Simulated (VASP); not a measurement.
# MgAs2C (I-42d) in VASP: notebook, part 2 of 2

VASP 6.6.1.

**3. Single point, PBE**

This run uses another cell than the first one, of 17.86 Å³/atom, 1.021 times its volume.

Contents of INCAR:

```
ALGO     = Normal         # electronic algorithm
EDIFF    = 1E-6           # SCF threshold, eV
ENCUT    = 520            # plane-wave cutoff, eV
GGA      = PE             # functional
ISIF     = 2              # what is computed and relaxed
ISMEAR   = -1             # smearing method
LASPH    = True           # aspherical terms in the spheres
LCHARG   = False          # write CHGCAR
LREAL    = False          # projectors in reciprocal space
LWAVE    = False          # write WAVECAR
NBANDS   = 26             # bands
NELM     = 100            # most SCF steps
PREC     = Accurate       # precision mode
SIGMA    = 0.02           # smearing width, eV
```

Contents of KPOINTS:

```
k-points
0
Gamma
  6 6 6
```

Contents of POSCAR:

```
MgAs2C
1.0
   -2.9242611479      2.9242611479      4.1768158290
    2.9242611479     -2.9242611479      4.1768158290
    2.9242611479      2.9242611479     -4.1768158290
Mg As C
2 4 2
Direct
    0.0000000000      0.0000000000      0.0000000000
    0.7500000000      0.2500000000      0.5000000000
    0.3750000000      0.4605153983      0.5855153983
    0.2105153983      0.6250000000      0.0855153983
    0.8750000000      0.7894846017      0.4144846017
    0.5394846017      0.1250000000     -0.0855153983
    0.5000000000      0.5000000000      0.0000000000
    0.2500000000      0.7500000000      0.5000000000
```

Potentials or basis: VASP PAW PBE potentials, release 64 (Mg, As, C).

The run is started by

```
> cat potpaw_PBE.64/Mg/POTCAR potpaw_PBE.64/As/POTCAR potpaw_PBE.64/C/POTCAR > POTCAR
> mpirun -np 1 vasp_std > vasp.out
```

OUTCAR:

```text
EDIFF = 1E-6
   ENCUT = 520
   GGA = PE
   ISIF = 2
   ISMEAR = -1
   LASPH = True
   LREAL = False
   NELM = 100
   PREC = Accurate

 ion  position               nearest neighbor table
   1  0.000  0.000  0.000-   3 2.66   4 2.66   6 2.66   5 2.66   2 3.59   2 3.59   2 3.59   2 3.59

   2  0.750  0.250  0.500-   4 2.66   3 2.66   5 2.66   6 2.66   1 3.59   1 3.59   1 3.59   1 3.59

   3  0.375  0.461  0.586-   7 2.04   8 2.04   2 2.66   1 2.66
   4  0.211  0.625  0.086-   7 2.04   8 2.04   1 2.66   2 2.66
   5  0.875  0.789  0.414-   7 2.04   8 2.04   1 2.66   2 2.66
   6  0.539  0.125  0.914-   7 2.04   8 2.04   2 2.66   1 2.66
   7  0.500  0.500  0.000-   3 2.04   4 2.04   5 2.04   6 2.04
   8  0.250  0.750  0.500-   3 2.04   4 2.04   5 2.04   6 2.04

  LATTYP: Found a body centered tetragonal cell.
 ALAT       =     5.8485222958
 C/A-ratio  =     1.4283320188

  Lattice vectors:

 A1 = (  -2.9242611479,   2.9242611479,   4.1768158290)
 A2 = (   2.9242611479,  -2.9242611479,   4.1768158290)
 A3 = (   2.9242611479,   2.9242611479,  -4.1768158290)

[... 194 lines left out ...]

 k-point     1 :       0.0000    0.0000    0.0000
  band No.  band energies     occupation
      1     -10.7576      2.00000
      2      -7.5370      2.00000
      3      -6.4546      2.00000
      4      -6.4546      2.00000
      5      -5.6268      2.00000
      6      -2.2303      2.00000
[... 685 lines left out ...]
     25       9.8447      0.00000
     26      10.4266      0.00000

 [... further k-points ...]

------------------------ aborting loop because EDIFF is reached ----------------------------------------

  FORCE on cell =-STRESS in cart. coord.  units (eV):
  Direction    XX          YY          ZZ          XY          YZ          ZX
  --------------------------------------------------------------------------------------
  -------------------------------------------------------------------------------------
  Total        0.2829389      0.2829389      0.1850907      0.0000000      0.0000000      0.0000000
  in kB        3.1729670      3.1729670      2.0756662      0.0000000      0.0000000      0.0000000
  external PRESSURE =       2.8072000 kB  Pullay stress =       0.0000000 kB

 VOLUME and BASIS-vectors are now :
 -----------------------------------------------------------------------------
  energy-cutoff  :      520.00
  volume of cell :      142.87
      direct lattice vectors                 reciprocal lattice vectors
    -2.924261148  2.924261148  4.176815829     0.000000000  0.170983361  0.119708414
     2.924261148 -2.924261148  4.176815829     0.170983361  0.000000000  0.119708414
     2.924261148  2.924261148 -4.176815829     0.170983361  0.170983361  0.000000000

 POSITION                                       TOTAL-FORCE (eV/Angst)
 -----------------------------------------------------------------------------------
      0.00000      0.00000      0.00000        -0.000000      0.000000      0.000000
     -0.00000      2.92426      2.08841        -0.000000      0.000000      0.000000
      1.96227      1.46213      1.04420        -0.051464      0.000000     -0.000000
      1.46213     -0.96199      3.13261        -0.000000     -0.051464     -0.000000
      0.96199      1.46213      5.22102         0.051464      0.000000      0.000000
      1.46213      3.88625     -1.04420        -0.000000      0.051464      0.000000
      0.00000      0.00000      4.17682        -0.000000      0.000000     -0.000000
      2.92426     -0.00000      2.08841        -0.000000      0.000000      0.000000
 -----------------------------------------------------------------------------------
    total drift:                                0.000001      0.000001      0.000001

  FREE ENERGIE OF THE ION-ELECTRON SYSTEM (eV)
  ---------------------------------------------------
  free  energy   TOTEN  =       -37.2188814045 eV

  energy  without entropy=      -37.2186421188  energy(sigma->0) =      -37.21876176
```

OSZICAR:

```text
N       E                     dE             d eps       ncg     rms          rms(c)
DAV:   1     0.116858706954E+03    0.11686E+03   -0.12683E+04  1560   0.103E+03
DAV:   2    -0.268767257922E+02   -0.14374E+03   -0.13341E+03  1990   0.169E+02
DAV:   3    -0.388215457695E+02   -0.11945E+02   -0.11684E+02  2026   0.492E+01
DAV:   4    -0.390714936156E+02   -0.24995E+00   -0.24910E+00  1940   0.787E+00
DAV:   5    -0.390756735630E+02   -0.41799E-02   -0.41769E-02  1988   0.101E+00    0.894E+00
DAV:   6    -0.372616550944E+02    0.18140E+01   -0.38485E+00  1976   0.121E+01    0.394E+00
DAV:   7    -0.372656553152E+02   -0.40002E-02   -0.12594E+00  1782   0.558E+00    0.259E+00
DAV:   8    -0.372370160901E+02    0.28639E-01   -0.31092E-01  1966   0.274E+00    0.803E-01
DAV:   9    -0.372176990957E+02    0.19317E-01   -0.60205E-02  2032   0.147E+00    0.306E-01
DAV:  10    -0.372189082227E+02   -0.12091E-02   -0.22749E-02  1730   0.604E-01    0.834E-02
DAV:  11    -0.372188759710E+02    0.32252E-04   -0.57521E-04  1984   0.122E-01    0.350E-02
DAV:  12    -0.372188844529E+02   -0.84819E-05   -0.59370E-05  1976   0.400E-02    0.169E-02
DAV:  13    -0.372188814837E+02    0.29692E-05   -0.20197E-05  2430   0.262E-02    0.410E-03
DAV:  14    -0.372188814045E+02    0.79134E-07   -0.36274E-06  1702   0.102E-02
   1 F= -.37218881E+02 E0= -.37218762E+02  d E =-.239286E-03
```

stdout:

```text
POSCAR found type information on POSCAR MgAsC
 POSCAR found :  3 types and       8 ions
 scaLAPACK will be used
 LDA part: xc-table for (Slater+PW92), standard interpolation
 POSCAR, INCAR and KPOINTS ok, starting setup
 FFT: planning ... GRIDC
 FFT: planning ... GRID_SOFT
 FFT: planning ... GRID
 WAVECAR not read
 entering main loop
```

Wall time 2 min (1 thread of Intel Xeon Platinum 8488C (Sapphire Rapids), shared host); peak memory 0.38 GiB.

Results:

```
Free energy            : -37.2189 eV
Pressure               : 0.3 GPa
Largest force          : 0.051 eV/Å
Band gap on the k mesh : 0.03 eV, direct
```

Forces in eV/Å, atoms in the order of the input:
```
Mg   0.000  0.000  0.000
Mg   0.000  0.000  0.000
As  -0.051  0.000  0.000
As   0.000 -0.051  0.000
As   0.051  0.000  0.000
As   0.000  0.051  0.000
C    0.000  0.000  0.000
C    0.000  0.000  0.000
```

A k mesh can miss the band edges.
